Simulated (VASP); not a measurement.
# AlSi16 (a cell with a defect) in VASP: a series of runs, part 2 of 2

VASP 6.6.1.

**3. Single point, PBE, collinear spin**

File INCAR:

```
SYSTEM = AlSi16
ALGO = Normal
EDIFF = 1E-6
ENCUT = 520
GGA = PE
ISIF = 2
ISMEAR = -1
ISPIN = 2
LASPH = .True.
LCHARG = .False.
LORBIT = 11
LREAL = Auto
LWAVE = .False.
MAGMOM = 0 0 0 0 0 0 0 0 0 0 0 0 0 0 0 0 1
NBANDS = 52
NELM = 150
PREC = Accurate
SIGMA = 0.05
```

File KPOINTS:

```
k-points
0
Gamma
  2 2 2
  0 0 0
```

File POSCAR:

```
AlSi16
1.0
    0.0000000000      5.4300000000      5.4300000000
    5.4300000000      0.0000000000      5.4300000000
    5.4300000000      5.4300000000      0.0000000000
Si Al
16 1
Direct
    0.0307734807     -0.0127440147      0.0806998158
    0.0110681400      0.1988766114      0.2326151013
   -0.1072836096      0.0382780847      0.6734162063
    0.1356169429      0.1258563536      0.7158379374
    0.0050644567      0.6701473297     -0.1972191529
    0.1741712707      0.6045027624      0.1326427256
    0.0066206262      0.5094935543      0.5171178637
    0.1147697974      0.8420994475      0.4090607735
    0.3188581952      0.3642541436     -0.1180478821
    0.6322651934      0.0767955801      0.1612154696
    0.4669797422     -0.0606077348      0.5316758748
    0.5556721915     -0.0683609576      0.8084162063
    0.5225506446      0.4363443831     -0.0104327808
    0.7624401473      0.4772836096      0.0774861878
    0.5976703499      0.3439502762      0.4944659300
    0.6306998158      0.5690239411      0.6267219153
    0.5253038674      0.7593554328      0.2264088398
```

Potentials or basis: VASP PAW PBE potentials, release 64 (Si, Al).

Command:

```console
$ cat potpaw_PBE.64/Si/POTCAR potpaw_PBE.64/Al/POTCAR > POTCAR
$ mpirun -np 1 vasp_std > vasp.out
```

OUTCAR:

```text
SYSTEM = AlSi16
   EDIFF = 1E-6
   ENCUT = 520
   GGA = PE
   ISIF = 2
   ISMEAR = -1
   ISPIN = 2
   LASPH = .True.
   LORBIT = 11
   LREAL = Auto
   NELM = 150
   PREC = Accurate

 ion  position               nearest neighbor table
   1  0.031  0.987  0.081-   4 2.29   2 2.34   6 2.46   8 2.47  10 2.58
   2  0.011  0.199  0.233-   8 2.27  14 2.30   1 2.34   9 2.77   3 2.77  15 2.77
   3  0.893  0.038  0.673-   5 2.31   4 2.47   8 2.52  12 2.65  15 2.66   2 2.77
   4  0.136  0.126  0.716-   1 2.29  11 2.30   7 2.47   3 2.47  12 3.09
   5  0.005  0.670  0.803-   3 2.31  14 2.41   9 2.46   8 2.48  12 2.99   7 3.00   6 3.12
   6  0.174  0.605  0.133-  13 2.25   7 2.43   1 2.46   9 2.78   5 3.12
   7  0.007  0.509  0.517-  16 2.43   6 2.43   4 2.47   8 2.69   5 3.00
   8  0.115  0.842  0.409-   2 2.27   1 2.47   5 2.48   3 2.52  17 2.60   7 2.69
   9  0.319  0.364  0.882-  13 2.46   5 2.46  15 2.69   2 2.77   6 2.78  16 2.84  12 3.08
  10  0.632  0.077  0.161-  13 2.28  11 2.35   1 2.58  17 2.69
  11  0.467  0.939  0.532-   4 2.30  16 2.34  10 2.35  12 2.50  17 3.03
  12  0.556  0.932  0.808-  11 2.50   3 2.65  17 2.72  15 2.92   5 2.99   9 3.08  14 3.08   4 3.09

  13  0.523  0.436  0.990-   6 2.25  16 2.28  10 2.28  14 2.45   9 2.46
  14  0.762  0.477  0.077-   2 2.30  17 2.40   5 2.41  13 2.45  15 2.62  12 3.08
  15  0.598  0.344  0.494-  16 2.56  14 2.62   3 2.66   9 2.69  17 2.74   2 2.77  12 2.92
  16  0.631  0.569  0.627-  13 2.28  11 2.34   7 2.43  15 2.56   9 2.84  17 3.01
  17  0.525  0.759  0.226-  14 2.40   8 2.60  10 2.69  12 2.72  15 2.74  16 3.01  11 3.03

  LATTYP: Found a face centered cubic cell.
 ALAT       =    10.8600000000

  Lattice vectors:

 A1 = (   0.0000000000,   5.4300000000,   5.4300000000)
 A2 = (   5.4300000000,   0.0000000000,   5.4300000000)
 A3 = (   5.4300000000,   5.4300000000,   0.0000000000)

Analysis of symmetry for initial positions (statically):
=====================================================================
 Subroutine PRICEL returns:
 Original cell was already a primitive cell.

 Routine SETGRP: Setting up the symmetry group for a
 face centered cubic supercell.

 Subroutine GETGRP returns: Found  1 space group operations
 (whereof  1 operations were pure point group operations)
 out of a pool of 48 trial point group operations.

The static configuration has the point symmetry C_1 .

Analysis of symmetry for dynamics (positions and initial velocities):
=====================================================================
 Subroutine PRICEL returns:
 Original cell was already a primitive cell.

 Routine SETGRP: Setting up the symmetry group for a
 face centered cubic supercell.

 Subroutine GETGRP returns: Found  1 space group operations
 (whereof  1 operations were pure point group operations)
 out of a pool of 48 trial point group operations.

The dynamic configuration has the point symmetry C_1 .

Analysis of structural, dynamic, and magnetic symmetry:
=====================================================================
 Subroutine PRICEL returns:
 Original cell was already a primitive cell.

 Routine SETGRP: Setting up the symmetry group for a
 face centered cubic supercell.

 Subroutine GETGRP returns: Found  1 space group operations
 (whereof  1 operations were pure point group operations)
 out of a pool of 48 trial point group operations.

The overall configuration has the point symmetry C_1 .

 Subroutine INISYM returns: Found  1 space group operations
 (whereof  1 operations are pure point group operations),
 and found     1 'primitive' translations

----------------------------------------------------------------------------------------

[... 126 lines left out ...]
  volume/ion in A,a.u.               =      18.84       127.11
  Fermi-wavevector in a.u.,A,eV,Ry     =   0.971904  1.836632 12.852022  0.944597
  Thomas-Fermi vector in A             =   2.102159
   LORBIT       =     11    0 simple, 1 ext, 2 COOP (PROOUT), +10 PAW based schemes
   GGA     = PE    functional components
   LHFCALC =     F    Hartree Fock is set to
   AEXX    =    0.0000 exact exchange contribution
   IVDW    =     0    specifies the selected vdW correction
   LEPSILON=     F    determine dielectric tensor
   LRPA    =     F    only Hartree local field effects (RPA)
 spin polarized calculation
  energy-cutoff  :      520.00
  volume of cell :      320.21
 maximum number of plane-waves:      8646
 NGX is ok and might be reduce to    60
   NGX = 29   NGY = 29   NGZ = 29

 number of electron      67.0000000 magnetization       0.0003954

 number of electron      67.0000000 magnetization      -0.0000785

 Free energy of the ion-electron system (eV)
  ---------------------------------------------------
  ext. energy  EPLUGINS =         0.00000000
  ---------------------------------------------------
  free energy    TOTEN  =       -81.92557312 eV

  energy without entropy =      -81.86441324  energy(sigma->0) =      -81.89499318

 E-fermi :   6.6402     XC(G=0):  -9.8359

 val. band max:        6.6196654337   @ k =   0.0000   0.5000   0.0000
 cond. band min:       6.6808833170   @ k =   0.0000   0.0000   0.0000
 fundamental gap:      0.0612178833
 Fermi energy:         6.6402279001

 spin component 1

 k-point     1 :       0.0000    0.0000    0.0000
  band No.  band energies     occupation
      1      -5.9993      1.00000
      2      -4.1542      1.00000
      3      -3.3332      1.00000
      4      -3.2671      1.00000
      5      -2.8556      1.00000
      6      -2.3288      1.00000
[... 373 lines left out ...]
     44       9.6919      0.00000
     45       9.9397      0.00000
 Fermi energy:         6.6402279001

 spin component 2

 k-point     1 :       0.0000    0.0000    0.0000
  band No.  band energies     occupation
      1      -5.9993      1.00000
      2      -4.1542      1.00000
      3      -3.3332      1.00000
      4      -3.2671      1.00000
      5      -2.8556      1.00000
      6      -2.3288      1.00000
[... 373 lines left out ...]
     44       9.6919      0.00000
     45       9.9397      0.00000
 [bands above 45 left out]

------------------------ aborting loop because EDIFF is reached ----------------------------------------

  FORCE on cell =-STRESS in cart. coord.  units (eV):
  Direction    XX          YY          ZZ          XY          YZ          ZX
  --------------------------------------------------------------------------------------
  -------------------------------------------------------------------------------------
  Total       -0.7949625      2.2607293     -2.1108718     -0.9115075     -3.0957176     -0.0298150
  in kB       -3.9776607     11.3117466    -10.5619218     -4.5608031    -15.4896794     -0.1491817
  external PRESSURE =      -1.0759453 kB  Pullay stress =       0.0000000 kB

 VOLUME and BASIS-vectors are now :
 -----------------------------------------------------------------------------
  energy-cutoff  :      520.00
  volume of cell :      320.21
      direct lattice vectors                 reciprocal lattice vectors
     0.000000000  5.430000000  5.430000000    -0.092081031  0.092081031  0.092081031
     5.430000000  0.000000000  5.430000000     0.092081031 -0.092081031  0.092081031
     5.430000000  5.430000000  0.000000000     0.092081031  0.092081031 -0.092081031

 POSITION                                       TOTAL-FORCE (eV/Angst)
 -----------------------------------------------------------------------------------
      5.79900      0.60530      5.52790        -0.543155     -0.930947     -1.679989
      2.34300      1.32320      1.14000         0.850050      0.198931      1.913939
      3.86450      8.50410      5.05530         0.474532     -0.853861      0.233089
      4.57040      4.62340      1.41980         0.010308     -1.166276      0.258926
      7.99800      4.38660      3.66640        -0.469113      1.002112     -0.833195
      4.00270      1.66600      4.22820         1.216780     -0.851808     -0.671363
[... 9 lines left out ...]
      6.49290      6.82780      6.51450        -1.214236     -0.493444      0.450330
      5.35270      4.08180      6.97570         1.315084     -0.641092      0.524824
 -----------------------------------------------------------------------------------
    total drift:                                0.000540     -0.007228     -0.004477

  FREE ENERGIE OF THE ION-ELECTRON SYSTEM (eV)
  ---------------------------------------------------
  free  energy   TOTEN  =       -81.9255731220 eV

  energy  without entropy=      -81.8644132357  energy(sigma->0) =      -81.89499318

 total charge

# of ion       s       p       d       tot
------------------------------------------
    1        0.768   0.876   0.000   1.644
    2        0.814   0.839   0.000   1.653
    3        0.808   0.789   0.000   1.596
    4        0.779   0.873   0.000   1.652
    5        0.810   0.799   0.000   1.609
    6        0.791   0.823   0.000   1.615
[... 9 lines left out ...]
   16        0.772   0.876   0.000   1.648
   17        0.427   0.329   0.000   0.756
--------------------------------------------------
tot         13.221  13.486   0.000  26.707

 magnetization (x)

# of ion       s       p       d       tot
------------------------------------------
    1        0.000  -0.000   0.000   0.000
    2        0.000   0.000   0.000   0.000
    3       -0.000  -0.000   0.000  -0.000
    4       -0.000  -0.000   0.000  -0.000
    5        0.000   0.000   0.000   0.000
    6        0.000   0.000   0.000   0.000
[... 9 lines left out ...]
   16        0.000   0.000   0.000   0.000
   17       -0.000  -0.000   0.000  -0.000
--------------------------------------------------
tot          0.000   0.000   0.000   0.000
```

Run time: 13 min. Hardware: 1 thread of AMD EPYC 9755, shared host; peak memory 0.67 GiB.

Results:

| Quantity | Value |
| --- | --- |
| Free energy | -81.9256 eV |
| Pressure | -0.1 GPa |
| Largest force | 2.104 eV/Å |
| Net moment | 0.00 μB per cell |
| Valence electrons inside the program's atomic spheres | Si 1.64, 1.65, 1.60, 1.61, 1.58, 1.63, 1.56, 1.54, 1.72, 1.66, 1.55 (each value once); Al 0.76 |

Forces on the atoms (eV/Å):
```
Si  -0.543 -0.931 -1.680
Si   0.850  0.199  1.914
Si   0.475 -0.854  0.233
Si   0.010 -1.166  0.259
Si  -0.469  1.002 -0.833
Si   1.217 -0.852 -0.671
Si   0.220  0.207  0.276
Si  -1.247  1.415 -0.629
Si  -0.142 -0.515 -1.081
Si  -1.274  1.298 -0.611
Si   0.235  0.571  0.494
Si   0.250 -0.223  0.653
Si   0.471  1.091  0.799
Si  -0.479 -0.887  0.081
Si   0.327  0.779 -0.179
Si  -1.214 -0.493  0.450
Al   1.315 -0.641  0.525
```

Levels at points of the mesh, in eV from the Fermi level:
Spin up:
```
           k point  band 29  band 30  band 31  band 32  band 33  band 34  band 35  band 36  band 37  band 38
(0.00, 0.00, 0.00)    -1.06    -0.94    -0.83    -0.27    -0.18     0.04     0.20     0.47     0.60     0.64
(0.50, 0.00, 0.00)    -1.23    -1.04    -0.86    -0.59    -0.33    -0.11     0.06     0.50     0.76     1.10
(0.00, 0.50, 0.00)    -1.23    -1.09    -0.85    -0.68    -0.28    -0.02     0.19     1.00     1.06     1.23
(0.00, 0.00, 0.50)    -1.55    -1.41    -0.83    -0.76    -0.24     0.21     0.27     0.51     0.96     1.25
(0.50, 0.50, 0.50)    -1.29    -1.21    -1.01    -0.94    -0.33    -0.23     0.33     0.50     0.60     0.74
(0.50, 0.50, 0.00)    -1.59    -1.42    -0.60    -0.32    -0.24    -0.03     0.46     0.62     1.00     1.10
(0.00, 0.50, 0.50)    -1.51    -1.33    -0.96    -0.73    -0.49     0.05     0.09     0.38     1.00     1.45
(0.50, 0.00, 0.50)    -1.51    -1.35    -0.71    -0.39    -0.12     0.19     0.50     0.71     0.98     1.09
```
Spin down:
| k point | band 29 | band 30 | band 31 | band 32 | band 33 | band 34 | band 35 | band 36 | band 37 | band 38 |
| --- | --- | --- | --- | --- | --- | --- | --- | --- | --- | --- |
| (0.00, 0.00, 0.00) | -1.06 | -0.94 | -0.83 | -0.27 | -0.18 | 0.04 | 0.20 | 0.47 | 0.60 | 0.64 |
| (0.50, 0.00, 0.00) | -1.23 | -1.04 | -0.86 | -0.59 | -0.33 | -0.11 | 0.06 | 0.50 | 0.76 | 1.10 |
| (0.00, 0.50, 0.00) | -1.23 | -1.09 | -0.85 | -0.68 | -0.28 | -0.02 | 0.19 | 1.00 | 1.06 | 1.23 |
| (0.00, 0.00, 0.50) | -1.55 | -1.41 | -0.83 | -0.76 | -0.24 | 0.21 | 0.27 | 0.51 | 0.96 | 1.25 |
| (0.50, 0.50, 0.50) | -1.29 | -1.21 | -1.01 | -0.94 | -0.33 | -0.23 | 0.33 | 0.50 | 0.60 | 0.74 |
| (0.50, 0.50, 0.00) | -1.59 | -1.42 | -0.60 | -0.32 | -0.24 | -0.03 | 0.46 | 0.62 | 1.00 | 1.10 |
| (0.00, 0.50, 0.50) | -1.51 | -1.33 | -0.96 | -0.73 | -0.49 | 0.05 | 0.09 | 0.38 | 1.00 | 1.45 |
| (0.50, 0.00, 0.50) | -1.51 | -1.35 | -0.71 | -0.39 | -0.12 | 0.19 | 0.50 | 0.71 | 0.98 | 1.09 |

Caveat: the k points lie up to 0.50 Å⁻¹ apart; the atoms stand as in a frame of molecular dynamics.
